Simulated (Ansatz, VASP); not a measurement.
This is a calculation of Cd2S for Ansatz 0.2.0.

The input input.yaml:

```yaml
crystal:
  lattice:
    - [3.8817765334, 0.0, 0.0]
    - [-1.9408882667, 3.3617170898, 0.0]
    - [0.0, 0.0, 5.6906037861]
  atoms:
    - { symbol: Cd, position: [0.3333333333, 0.6666666667, 0.932717] }
    - { symbol: Cd, position: [0.6666666667, 0.3333333333, 0.578735] }
    - { symbol: S, position: [0.3333333333, 0.6666666667, 0.365705] }
kpoints:
  mp_grid: { grid: [8, 8, 5] }
scf:
  occupations: { method: fermi_dirac, width: 0.05 }
hamiltonian:
  xc: lda
  pseudopotentials: { kind: all_electron, lapw: { basis_error: 0.002 } }
output:
  forces: true
  stress: true
  eigenvalues: true
```

Potentials or basis: all-electron LAPW, scalar-relativistic.

Command:

```sh
$ ansatz run input.yaml --threads 2 --pin off --max-ram 8192MiB --backend cpu --events-out ev --progress --plain --runs-dir out
```

Translate it to VASP 6.6.1. Potentials there: VASP PAW LDA potentials, release 64 (Cd, S).

As run (the cutoff follows the program's own potentials):

Contents of INCAR:

```
PREC     = Accurate       # precision mode
ENCUT    = 520            # plane-wave cutoff, eV
EDIFF    = 1E-6           # SCF threshold, eV
ISMEAR   = -1             # smearing method
SIGMA    = 0.05           # smearing width, eV
LREAL    = F              # projectors in reciprocal space
LASPH    = T              # aspherical terms in the spheres
NELM     = 100            # most SCF steps
ALGO     = Normal         # electronic algorithm
ISIF     = 2              # what is computed and relaxed
LWAVE    = F              # write WAVECAR
LCHARG   = F              # write CHGCAR
NBANDS   = 22             # bands
```

File KPOINTS:

```
Automatic mesh
0
Gamma
  8 8 5
```

POSCAR

```
Cd2S
1.0
    3.8817765334      0.0000000000      0.0000000000
   -1.9408882667      3.3617170898      0.0000000000
    0.0000000000      0.0000000000      5.6906037861
Cd S
2 1
Direct
    0.3333333333      0.6666666667      0.9327170000
    0.6666666667      0.3333333333      0.5787350000
    0.3333333333      0.6666666667      0.3657050000
```

Potentials or basis: VASP PAW LDA potentials, release 64 (Cd, S).

Command:

```console
$ cat potpaw_LDA.64/Cd/POTCAR potpaw_LDA.64/S/POTCAR > POTCAR
$ mpirun -np 1 vasp_std > vasp.out
```

Both were run:

|  | VASP | Ansatz | Ansatz less VASP |
| --- | --- | --- | --- |
| gap on the k mesh at the Fermi level (eV) | 0.21 | 0.21 | +0.004 |
| least direct gap on the mesh (eV) | 0.58 | 0.58 | -0.001 |
| pressure (GPa) | -2.0 | -2.4 | -0.40 |
| traceless stress, the component that is largest in VASP (GPa) | -0.05 | -0.20 | -0.150 |
| rms of the force components (eV/Å) | 0.063 | 0.054 | -0.0093 |

LDA's correlation is that of Perdew and Zunger in VASP and of Perdew and Wang (1992) in Ansatz. Atom by atom the forces differ by 0.010 eV/Å (rms over components). Ansatz ran all-electron here, and VASP with PAW potentials.
